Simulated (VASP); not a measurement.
# Sc3H2 (R-3c) in VASP: notebook

The runs below take Sc3H2 through single point, relaxation of cell and atoms, with PBE.

Everything below comes from runs of VASP 6.6.1. Logs are shortened: lines on timing, memory, paths and dates and some standing lists are left out, and cuts for length are marked.

### Step 1. The cell of the first run

Symmetry: R-3c, No. 167, trigonal system. The conventional cell has a = 5.657 Å, b = 5.657 Å, c = 15.444 Å, α = 90.00°, β = 90.00°, γ = 120.00°. Within 2.9 Å of Sc (site symmetry 2) lie 4 H at 2.20 to 2.34 Å. Within 2.9 Å of H (site symmetry 3) lie 6 Sc at 2.20 to 2.34 Å.

### Step 2. Single point, PBE

INCAR

```
SYSTEM = Sc3H2
  ALGO = Normal
  EDIFF = 1E-6
  ENCUT = 520
  GGA = PE
  ISIF = 2
  ISMEAR = 0
  LASPH = .TRUE.
  LCHARG = .TRUE.
  LELF = .TRUE.
  LREAL = .FALSE.
  LVHAR = .TRUE.
  LWAVE = .FALSE.
  NBANDS = 46
  NELM = 60
  PREC = Accurate
  SIGMA = 0.1
```

KPOINTS

```
k-points
0
G
  6 6 6
  0 0 0
```

POSCAR

```
Sc3H2
1.0
    2.8283388279      1.6329421836      5.1480014002
   -2.8283388279      1.6329421836      5.1480014002
    0.0000000000     -3.2658843674      5.1480014002
Sc H
6 4
Direct
    0.0562500000      0.4437500000      0.7500000000
    0.7500000000      0.0562500000      0.4437500000
    0.4437500000      0.7500000000      0.0562500000
    0.9437500000      0.5562500000      0.2500000000
    0.2500000000      0.9437500000      0.5562500000
    0.5562500000      0.2500000000      0.9437500000
    0.8521800000      0.8521800000      0.8521800000
    0.6478200000      0.6478200000      0.6478200000
    0.1478200000      0.1478200000      0.1478200000
    0.3521800000      0.3521800000      0.3521800000
```

Potentials or basis: VASP PAW PBE potentials, release 64 (Sc_sv, H).

Launch:

```bash
> cat potpaw_PBE.64/Sc_sv/POTCAR potpaw_PBE.64/H/POTCAR > POTCAR
> mpirun -np 1 vasp_std > vasp.out
```

OUTCAR:

```text
SYSTEM = Sc3H2
   EDIFF = 1E-6
   ENCUT = 520
   GGA = PE
   ISIF = 2
   ISMEAR = 0
   LASPH = .TRUE.
   LREAL = .FALSE.
   NELM = 60
   PREC = Accurate

 ion  position               nearest neighbor table
   1  0.056  0.444  0.750-   2 3.00   3 3.00   4 3.11   4 3.11   5 3.24   6 3.24   6 3.24   5 3.24
                             3 3.41   2 3.41   3 3.41   2 3.41
   2  0.750  0.056  0.444-   1 3.00   3 3.00   5 3.11   5 3.11   4 3.24   4 3.24   6 3.24   6 3.24
                             1 3.41   3 3.41   3 3.41   1 3.41
   3  0.444  0.750  0.056-   1 3.00   2 3.00   6 3.11   6 3.11   4 3.24   4 3.24   5 3.24   5 3.24
                             1 3.41   2 3.41   2 3.41   1 3.41
   4  0.944  0.556  0.250-   6 3.00   5 3.00   1 3.11   1 3.11   2 3.24   3 3.24   2 3.24   3 3.24
                             6 3.41   5 3.41   6 3.41   5 3.41
   5  0.250  0.944  0.556-   4 3.00   6 3.00   2 3.11   2 3.11   1 3.24   1 3.24   3 3.24   3 3.24
                             4 3.41   6 3.41   6 3.41   4 3.41
   6  0.556  0.250  0.944-   4 3.00   5 3.00   3 3.11   3 3.11   1 3.24   1 3.24   2 3.24   2 3.24
                             4 3.41   5 3.41   5 3.41   4 3.41
   7  0.852  0.852  0.852-
   8  0.648  0.648  0.648-
   9  0.148  0.148  0.148-
  10  0.352  0.352  0.352-

  LATTYP: Found a trigonal (rhomboedric) cell.
 ALAT       =     6.0965497715
 COS(alpha) =     0.5695481095

  Lattice vectors:

 A1 = (   2.8283388279,   1.6329421836,   5.1480014002)
 A2 = (  -2.8283388279,   1.6329421836,   5.1480014002)
 A3 = (   0.0000000000,  -3.2658843674,   5.1480014002)

Analysis of symmetry for initial positions (statically):
=====================================================================
 Subroutine PRICEL returns:
 Original cell was already a primitive cell.

 Routine SETGRP: Setting up the symmetry group for a
 trigonal (rhombohedral) supercell.

 Subroutine GETGRP returns: Found 12 space group operations
 (whereof  6 operations were pure point group operations)
 out of a pool of 12 trial point group operations.

The static configuration has the point symmetry S_6 .
 The point group associated with its full space group is D_3d.

Analysis of symmetry for dynamics (positions and initial velocities):
=====================================================================
 Subroutine PRICEL returns:
 Original cell was already a primitive cell.

[... 125 lines left out ...]
   LREAL  =      F    real-space projection
   EDIFFG = 0.1E-04   stopping-criterion for IOM
   NSW    =      0    number of steps for IOM
   IBRION =     -1    ionic relax: 0-MD 1-quasi-New 2-CG
   NFREE  =      0    steps in history (QN), initial steepest desc. (CG)
   ISIF   =      2    stress and relaxation
   ISYM   =      2    0-nonsym 1-usesym 2-fastsym
   POTIM  = 0.5000    time-step for ionic-motion
   TEBEG  =    0.0;   TEEND  =   0.0 temperature during run
   PSTRESS=    0.0 pullay stress
   NELECT =      70.0000    total number of electrons
   NUPDOWN=      -1.0000    fix difference up-down
   EMIN   =  10.00;   EMAX   =-10.00  energy-range for DOS
   EFERMI =   0.00;   METHOD = LEGACY
   ISMEAR =     0;   SIGMA  =   0.10  broadening in eV -4-tet -1-fermi 0-gaus
   EFERMI_NEDOS =   21; number of points for ismear=-14 and -15
   IALGO  =     38    algorithm
   IMIX   =      4    mixing-type and parameters
     AMIX     =   0.40;   BMIX     =  1.00
     AMIX_MAG =   1.60;   BMIX_MAG =  1.00
  volume/ion in A,a.u.               =      14.27        96.27
  Fermi-wavevector in a.u.,A,eV,Ry     =   1.291249  2.440108 22.685333  1.667325
  Thomas-Fermi vector in A             =   2.423031
   LORBIT       =      0    0 simple, 1 ext, 2 COOP (PROOUT), +10 PAW based schemes
   GGA     = PE    functional components
   LHFCALC =     F    Hartree Fock is set to
   AEXX    =    0.0000 exact exchange contribution
   IVDW    =     0    specifies the selected vdW correction
   LEPSILON=     F    determine dielectric tensor
   LRPA    =     F    only Hartree local field effects (RPA)
 non-spin polarized calculation
 Gauss-broadening in eV      SIGMA  =   0.10
  energy-cutoff  :      520.00
  volume of cell :      142.66
 maximum number of plane-waves:      3865
 NGX is ok and might be reduce to    48
   NGX = 23   NGY = 23   NGZ = 23

 number of electron      70.0000004 magnetization

 Free energy of the ion-electron system (eV)
  ---------------------------------------------------
  ext. energy  EPLUGINS =         0.00000000
  ---------------------------------------------------
  free energy    TOTEN  =       -53.10604225 eV

  energy without entropy =      -53.06961448  energy(sigma->0) =      -53.08782836

 E-fermi :   4.4851     XC(G=0): -10.3891

 val. band max:        4.4716165977   @ k =   0.1667   0.1667  -0.0000
 cond. band min:       4.4918422058   @ k =   0.1667   0.1667   0.1667
 fundamental gap:      0.0202256081
 Fermi energy:         4.4851159859

 k-point     1 :       0.0000    0.0000    0.0000
  band No.  band energies     occupation
      1     -44.9480      2.00000
      2     -44.8658      2.00000
      3     -44.8535      2.00000
      4     -44.8535      2.00000
      5     -44.8393      2.00000
      6     -44.8393      2.00000
[... 1165 lines left out ...]
     45       6.3839      0.00000
     46       6.4755      0.00000

 [... further k-points ...]
[... 5 lines left out ...]
  --------------------------------------------------------------------------------------
  -------------------------------------------------------------------------------------
  Total        4.6001407      4.6001407     -0.7559004     -0.0000000      0.0000000      0.0000000
  in kB       51.6641807     51.6641807     -8.4895171     -0.0000000      0.0000000      0.0000000
  external PRESSURE =      31.6129481 kB  Pullay stress =       0.0000000 kB

 VOLUME and BASIS-vectors are now :
 -----------------------------------------------------------------------------
  energy-cutoff  :      520.00
  volume of cell :      142.66
      direct lattice vectors                 reciprocal lattice vectors
     2.828338828  1.632942184  5.148001400     0.176782214  0.102065259  0.064750047
    -2.828338828  1.632942184  5.148001400    -0.176782214  0.102065259  0.064750047
     0.000000000 -3.265884367  5.148001400     0.000000000 -0.204130518  0.064750047

 POSITION                                       TOTAL-FORCE (eV/Angst)
 -----------------------------------------------------------------------------------
     -1.09598     -1.63294      6.43500         1.301898      0.000000     -0.000000
      1.96216     -0.13268      6.43500        -0.650949      1.127476      0.000000
     -0.86618      1.76562      6.43500        -0.650949     -1.127476      0.000000
      1.09598      1.63294      9.00900        -1.301898      0.000000     -0.000000
     -1.96216      0.13268      9.00900         0.650949     -1.127476      0.000000
      0.86618     -1.76562      9.00900         0.650949      1.127476      0.000000
      0.00000     -0.00000     13.16107        -0.000000      0.000000     -0.775665
      0.00000     -0.00000     10.00493        -0.000000     -0.000000      0.775665
      0.00000     -0.00000      2.28293        -0.000000     -0.000000      0.775665
      0.00000     -0.00000      5.43907        -0.000000      0.000000     -0.775665
 -----------------------------------------------------------------------------------
    total drift:                                0.000000      0.000000      0.000000

  FREE ENERGIE OF THE ION-ELECTRON SYSTEM (eV)
  ---------------------------------------------------
  free  energy   TOTEN  =       -53.1060422481 eV

  energy  without entropy=      -53.0696144785  energy(sigma->0) =      -53.08782836
```

OSZICAR:

```text
N       E                     dE             d eps       ncg     rms          rms(c)
DAV:   1     0.148437842738E+04    0.14844E+04   -0.30915E+04  2944   0.164E+03
DAV:   2     0.760117533293E+02   -0.14084E+04   -0.13902E+04  4168   0.759E+02
DAV:   3    -0.520756878339E+02   -0.12809E+03   -0.12480E+03  4724   0.317E+02
DAV:   4    -0.589596457356E+02   -0.68840E+01   -0.65456E+01  4848   0.611E+01
DAV:   5    -0.592178657039E+02   -0.25822E+00   -0.25415E+00  4840   0.134E+01    0.172E+01
DAV:   6    -0.537032596781E+02    0.55146E+01   -0.13730E+01  3768   0.262E+01    0.544E+00
DAV:   7    -0.531371476149E+02    0.56611E+00   -0.31797E+00  4016   0.112E+01    0.161E+00
DAV:   8    -0.531149463749E+02    0.22201E-01   -0.23774E-01  3846   0.419E+00    0.797E-01
DAV:   9    -0.531075061361E+02    0.74402E-02   -0.10199E-01  3844   0.237E+00    0.296E-01
DAV:  10    -0.531060586982E+02    0.14474E-02   -0.81389E-03  4560   0.772E-01    0.576E-02
DAV:  11    -0.531060523774E+02    0.63208E-05   -0.64279E-04  4778   0.178E-01    0.265E-02
DAV:  12    -0.531060444391E+02    0.79383E-05   -0.75765E-05  4674   0.776E-02    0.711E-03
DAV:  13    -0.531060429836E+02    0.14554E-05   -0.33335E-06  3138   0.192E-02    0.575E-03
DAV:  14    -0.531060422481E+02    0.73552E-06   -0.29401E-06  2728   0.131E-02
   1 F= -.53106042E+02 E0= -.53087828E+02  d E =-.364278E-01
```

It took 3.4 min on 1 thread of Intel Xeon 6975P-C (Granite Rapids), shared host; peak memory 0.38 GiB.

Results:

* Free energy: -53.1060 eV
* Pressure: 3.2 GPa
* Largest force: 1.302 eV/Å
* Band gap on the k mesh: zero (band 35 reaches 4.96 eV, above the bottom of band 36 at 4.26 eV)

Forces on the atoms (eV/Å):
```
Sc   1.302  0.000  0.000
Sc  -0.651  1.127  0.000
Sc  -0.651 -1.127  0.000
Sc  -1.302  0.000  0.000
Sc   0.651 -1.127  0.000
Sc   0.651  1.127  0.000
H    0.000  0.000 -0.776
H    0.000  0.000  0.776
H    0.000  0.000  0.776
H    0.000  0.000 -0.776
```

Caveat: forces of over 1 eV/Å act on the atoms, so gaps and moduli don't describe the material at rest.

### Step 3. Single point, PBE

This run uses another cell than the first one, of 14.61 Å³/atom, 1.024 times its volume.

INCAR

```
SYSTEM = Sc3H2
ALGO = Normal
EDIFF = 1E-6
ENCUT = 520
GGA = PE
ISIF = 2
ISMEAR = 0
LASPH = .TRUE.
LCHARG = .FALSE.
LREAL = .FALSE.
LWAVE = .FALSE.
NBANDS = 46
NELM = 60
PREC = Accurate
SIGMA = 0.1
```

KPOINTS is that of step 2.

POSCAR

```
Sc3H2
1.0
    2.8838153003      1.6649715399      5.0721515818
   -2.8838153003      1.6649715399      5.0721515818
    0.0000000000     -3.3299430799      5.0721515817
Sc H
6 4
Direct
    0.0833918833      0.4166081167      0.7500000000
    0.7500000000      0.0833918833      0.4166081167
    0.4166081167      0.7500000000      0.0833918833
    0.9166081167      0.5833918833      0.2500000000
    0.2500000000      0.9166081167      0.5833918833
    0.5833918833      0.2500000000      0.9166081167
    0.8330396839      0.8330396839      0.8330396839
    0.6669603161      0.6669603161      0.6669603161
    0.1669603161      0.1669603161      0.1669603161
    0.3330396839      0.3330396839      0.3330396839
```

Potentials or basis: VASP PAW PBE potentials, release 64 (Sc_sv, H).

Launch:

```bash
> cat potpaw_PBE.64/Sc_sv/POTCAR potpaw_PBE.64/H/POTCAR > POTCAR
> mpirun -np 1 vasp_std > vasp.out
```

OUTCAR:

```text
SYSTEM = Sc3H2
   EDIFF = 1E-6
   ENCUT = 520
   GGA = PE
   ISIF = 2
   ISMEAR = 0
   LASPH = .TRUE.
   LREAL = .FALSE.
   NELM = 60
   PREC = Accurate

 ion  position               nearest neighbor table
   1  0.083  0.417  0.750-   6 3.18   5 3.18   5 3.18   6 3.18   4 3.18   4 3.18   2 3.33   3 3.33
                             2 3.33   3 3.33   3 3.33   2 3.33
   2  0.750  0.083  0.417-   6 3.18   6 3.18   4 3.18   4 3.18   5 3.18   5 3.18   3 3.33   3 3.33
                             1 3.33   1 3.33   1 3.33   3 3.33
   3  0.417  0.750  0.083-   5 3.18   5 3.18   4 3.18   4 3.18   6 3.18   6 3.18   2 3.33   2 3.33
[... 1408 lines left out ...]
  external PRESSURE =       0.6078975 kB  Pullay stress =       0.0000000 kB

 VOLUME and BASIS-vectors are now :
 -----------------------------------------------------------------------------
  energy-cutoff  :      520.00
  volume of cell :      146.12
      direct lattice vectors                 reciprocal lattice vectors
     2.883815300  1.664971540  5.072151582     0.173381423  0.100101811  0.065718330
    -2.883815300  1.664971540  5.072151582    -0.173381423  0.100101811  0.065718330
     0.000000000 -3.329943080  5.072151582     0.000000000 -0.200203622  0.065718330

 POSITION                                       TOTAL-FORCE (eV/Angst)
 -----------------------------------------------------------------------------------
     -0.96093     -1.66497      6.34019        -0.019859      0.000000     -0.000000
      1.92237      0.00029      6.34019         0.009930     -0.017199     -0.000000
     -0.96144      1.66468      6.34019         0.009930      0.017199      0.000000
      0.96093      1.66497      8.87627         0.019859      0.000000     -0.000000
     -1.92237     -0.00029      8.87627        -0.009930      0.017199      0.000000
      0.96144     -1.66468      8.87627        -0.009930     -0.017199     -0.000000
      0.00000     -0.00000     12.67591         0.000000      0.000000     -0.002153
      0.00000     -0.00000     10.14877         0.000000     -0.000000      0.002153
      0.00000     -0.00000      2.54054         0.000000     -0.000000      0.002153
      0.00000     -0.00000      5.06768         0.000000      0.000000     -0.002153
 -----------------------------------------------------------------------------------
    total drift:                                0.000000      0.000000      0.000000

  FREE ENERGIE OF THE ION-ELECTRON SYSTEM (eV)
  ---------------------------------------------------
  free  energy   TOTEN  =       -54.2296969687 eV

  energy  without entropy=      -54.1887472758  energy(sigma->0) =      -54.20922212
```

OSZICAR:

```text
N       E                     dE             d eps       ncg     rms          rms(c)
DAV:   1     0.147943131727E+04    0.14794E+04   -0.30850E+04  2944   0.163E+03
DAV:   2     0.717838706564E+02   -0.14076E+04   -0.13895E+04  4224   0.758E+02
DAV:   3    -0.537860669365E+02   -0.12557E+03   -0.12225E+03  4744   0.312E+02
DAV:   4    -0.603833046603E+02   -0.65972E+01   -0.63424E+01  4872   0.602E+01
DAV:   5    -0.606055041614E+02   -0.22220E+00   -0.21887E+00  4856   0.127E+01    0.167E+01
DAV:   6    -0.548923609503E+02    0.57131E+01   -0.14045E+01  3702   0.265E+01    0.525E+00
DAV:   7    -0.542642131455E+02    0.62815E+00   -0.35352E+00  3890   0.119E+01    0.169E+00
DAV:   8    -0.542401379944E+02    0.24075E-01   -0.24992E-01  3826   0.432E+00    0.791E-01
DAV:   9    -0.542298456448E+02    0.10292E-01   -0.80736E-02  3850   0.209E+00    0.144E-01
DAV:  10    -0.542297239691E+02    0.12168E-03   -0.28021E-03  4826   0.499E-01    0.522E-02
DAV:  11    -0.542297017322E+02    0.22237E-04   -0.52022E-04  4664   0.131E-01    0.215E-02
DAV:  12    -0.542297005783E+02    0.11539E-05   -0.67746E-05  4238   0.481E-02    0.687E-03
DAV:  13    -0.542296969926E+02    0.35857E-05   -0.33637E-06  3056   0.131E-02    0.164E-03
DAV:  14    -0.542296969687E+02    0.23922E-07   -0.27658E-07  2034   0.796E-03
   1 F= -.54229697E+02 E0= -.54209222E+02  d E =-.409497E-01
```

It took 3.2 min on 1 thread of Intel Xeon 6975P-C (Granite Rapids), shared host; peak memory 0.4 GiB.

What came out:

- Free energy: -54.2297 eV
- Pressure: 0.1 GPa
- Largest force: 0.020 eV/Å
- Band gap on the k mesh: zero (band 35 reaches 4.85 eV, above the bottom of band 36 at 4.16 eV)

Forces on the atoms (eV/Å):
```
Sc  -0.020  0.000  0.000
Sc   0.010 -0.017  0.000
Sc   0.010  0.017  0.000
Sc   0.020  0.000  0.000
Sc  -0.010  0.017  0.000
Sc  -0.010 -0.017  0.000
H    0.000  0.000 -0.002
H    0.000  0.000  0.002
H    0.000  0.000  0.002
H    0.000  0.000 -0.002
```

Stress tensor (GPa, compression positive):
```
 0.11  0.00  0.00
 0.00  0.11  0.00
 0.00  0.00 -0.04
```

### Step 4. Relaxation of cell and atoms, PBE

INCAR

```
PREC = Accurate ; ENCUT = 600
EDIFF = 1E-6 ; ISMEAR = 0
SIGMA = 0.1 ; LREAL = F
LASPH = T ; NELM = 100
ALGO = Normal ; ISIF = 3
LWAVE = F ; LCHARG = F
GGA = PE ; IBRION = 2
NSW = 90 ; EDIFFG = -0.04
```

KPOINTS

```
regular mesh
0
Gamma
  6 6 6
```

POSCAR

```
Sc3H2
1.0
    2.8283388279      1.6329421836      5.1480014002
   -2.8283388279      1.6329421836      5.1480014002
    0.0000000000     -3.2658843674      5.1480014002
Sc H
6 4
Direct
    0.0562500000      0.4437500000      0.7500000000
    0.7500000000      0.0562500000      0.4437500000
    0.4437500000      0.7500000000      0.0562500000
    0.9437500000      0.5562500000      0.2500000000
    0.2500000000      0.9437500000      0.5562500000
    0.5562500000      0.2500000000      0.9437500000
    0.8521800000      0.8521800000      0.8521800000
    0.6478200000      0.6478200000      0.6478200000
    0.1478200000      0.1478200000      0.1478200000
    0.3521800000      0.3521800000      0.3521800000
```

Launch:

```bash
> cat potpaw_PBE.64/Sc_sv/POTCAR potpaw_PBE.64/H/POTCAR > POTCAR
> mpirun -np 1 vasp_std > vasp.out
```

Run time: 28 min. Hardware: 1 thread of Intel Xeon 6975P-C (Granite Rapids), shared host; peak memory 0.46 GiB.

The run converged. Its results:

```
Free energy                            : -54.2316 eV
Relaxed volume                         : 14.59 Å³/atom
Relaxed cell                           : a = 6.061 Å, b = 6.061 Å, c = 6.061 Å, α = 56.82°, β = 56.82°, γ = 56.82°
Space group after relaxing (to 0.05 Å) : R-3c (No. 167)
Energy gained by relaxing              : 112.3 meV/atom
Ionic steps                            : 10
Pressure after relaxing                : 0.2 GPa
Largest force after relaxing           : 0.012 eV/Å
Band gap on the k mesh                 : zero (band 35 reaches 4.86 eV, above the bottom of band 36 at 4.17 eV)
```

Forces on the atoms (eV/Å):
```
Sc  -0.012  0.000  0.000
Sc   0.006 -0.010  0.000
Sc   0.006  0.010  0.000
Sc   0.012  0.000  0.000
Sc  -0.006  0.010  0.000
Sc  -0.006 -0.010  0.000
H    0.000  0.000  0.002
H    0.000  0.000 -0.002
H    0.000  0.000 -0.002
H    0.000  0.000  0.002
```

Step by step:
```tsv
step	energy change (eV)	largest force (eV/Å)	pressure (GPa)	volume (Å³)
1	0.0000	1.3026	3.25	142.66
2	-0.5901	0.6663	-0.42	148.68
3	-0.7720	0.5064	-3.13	154.31
4	-0.9418	0.4522	-0.53	147.99
5	-0.9711	0.4153	1.33	144.15
6	-1.0373	0.3044	0.81	144.96
7	-1.0915	0.2216	-0.04	146.40
8	-1.0924	0.2339	-0.16	146.62
9	-1.1162	0.1134	0.03	146.22
10	-1.1226	0.0118	0.24	145.90
```

Final structure:
```
Sc H
1.0
     2.88388    1.66501    5.06424
    -2.88388    1.66501    5.06424
     0.00000   -3.33002    5.06424
Sc H
6 4
Cartesian
  -0.9618 -1.6650 6.3303
  1.9229 -0.0005 6.3303
  -0.9610 1.6655 6.3303
  0.9618 1.6650 8.8624
  -1.9229 0.0005 8.8624
  0.9610 -1.6655 8.8624
  0.0000 0.0000 12.6548
  0.0000 0.0000 10.1342
  0.0000 0.0000 2.5379
  0.0000 0.0000 5.0585
```

Levels at points of the mesh, in eV from the Fermi level:
```tsv
k point	band 32	band 33	band 34	band 35	band 36	band 37	band 38	band 39
(0.00, 0.00, 0.00)	-0.80	-0.57	-0.57	-0.04	0.20	0.20	0.36	0.36
(0.50, 0.00, 0.00)	-0.69	-0.63	-0.63	-0.09	-0.09	0.51	0.51	1.03
(0.50, 0.50, 0.00)	-0.68	-0.38	-0.35	-0.18	-0.01	0.81	0.85	0.92
(0.50, 0.50, 0.50)	-0.93	-0.93	-0.93	0.57	0.57	0.57	0.57	0.72
```

### Step 5. Overview

| task | cell | cutoff (eV) | gap on the mesh (eV) | pressure (GPa) | largest force (eV/Å) |
| --- | --- | --- | --- | --- | --- |
| single point | a = 6.097 Å, angles 55.3°, 10 atoms | 520 | none | 3.2 | 1.30 |
| single point | a = 6.068 Å, angles 56.8°, 10 atoms | 520 | none | 0.1 | 0.02 |
| relaxation of cell and atoms | relaxed from a = 6.097 Å, angles 55.3°, 10 atoms | 600 | none | 0.2 | 0.01 |

Alike in all rows: level PBE; potentials or basis VASP PAW PBE potentials, release 64 (Sc_sv, H); no spin polarisation; k mesh 6 × 6 × 6; smearing gaussian 0.1 eV.

Caveats: forces of over 1 eV/Å act on the atoms, so gaps and moduli don't describe the material at rest (some runs).

Total energies depend on the potentials used, so only differences within one code and one set of settings carry meaning.
